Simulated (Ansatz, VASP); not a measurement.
# Ga3Se: VASP beside Ansatz

```
CELL_PARAMETERS angstrom
4.43246 0.00000 0.00000
0.00000 4.43246 0.00000
0.00000 0.00000 4.43246
ATOMIC_POSITIONS crystal
Se 0.00000 0.00000 0.00000
Ga 0.50000 0.50000 0.00000
Ga 0.50000 0.00000 0.50000
Ga 0.00000 0.50000 0.50000
```

Alike in both runs: task relaxation of cell and atoms; functional LDA; k mesh 6 × 6 × 6; occupations fermi-dirac, width 0.05 eV; no spin polarisation.

|  | VASP | Ansatz |
| --- | --- | --- |
| version | VASP 6.6.1 | Ansatz 0.2.0 |
| potentials or method | VASP PAW LDA potentials, release 64 (Se, Ga_d) | Ansatz PAW |
| plane-wave cutoff (eV) | 600 | 420 |
| valence electrons in the cell | 45 | 55 |

Ansatz gave:

```
gap on the k mesh at the Fermi level, each at its own relaxed structure (eV) : none
relaxed volume (Å³/atom)                                                     : 19.34
relaxed cell length with the largest relative difference (Å)                 : 4.261
```

Question: Which values does VASP return?

Answer: gap on the k mesh at the Fermi level, each at its own relaxed structure (eV): none; relaxed volume (Å³/atom): 19.37; relaxed cell length with the largest relative difference (Å): 4.263.

LDA's correlation is that of Perdew and Zunger in VASP and of Perdew and Wang (1992) in Ansatz. A gap of «none» marks a metal or a gap that the smearing closes. VASP's potentials hold 45 valence electrons a cell and Ansatz's 55, so a difference there can come from the potentials and not from the codes.

Noted on Ansatz's run: the plane-wave basis is chosen anew once the cell has moved, so the energies of steps on either side of that aren't comparable.
